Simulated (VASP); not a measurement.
GaN, 4 atoms in the cell. It takes space group P6_3mc (No. 186, hexagonal). Conventional cell: a = 3.135 Å, b = 3.135 Å, c = 5.105 Å, α = 90.00°, β = 90.00°, γ = 120.00°. Within 2.5 Å of Ga (site symmetry 3m) lie 4 N at 1.92 Å. N (site symmetry 3m) has 4 Ga at 1.92 Å within 2.5 Å. 

```yaml
Program: VASP 6.6.1
Task: single point
Functional: r2SCAN
Potentials_or_basis: VASP PAW PBE potentials, release 64 (Ga_d, N)
Cutoff: 520 eV
k_mesh: 8 × 8 × 4
Occupations: gaussian, width 0.01 eV
Spin: no spin polarisation
Dipole_correction: no
Further_INCAR_settings: ALGO = Normal; EDIFF = 1e-07; NBANDS = 26
```

Potentials or basis: VASP PAW PBE potentials, release 64 (Ga_d, N).

Run with:

```console
$ cat potpaw_PBE.64/Ga_d/POTCAR potpaw_PBE.64/N/POTCAR > POTCAR
$ cp INCAR.step1 INCAR
$ mpirun -np 1 vasp_std > vasp.out
$ cp INCAR.step2 INCAR
$ mpirun -np 1 vasp_std > vasp.out
```

Hardware: 1 thread of Intel(R) Xeon(R) 6975P-C (Granite Rapids) (shared host).

Task: How long does it take, and how much memory?

Result: Wall time 60 s on 1 thread of Intel(R) Xeon(R) 6975P-C (Granite Rapids), with other jobs on the host, peak memory 0.17 GiB. Counts: k points 30.
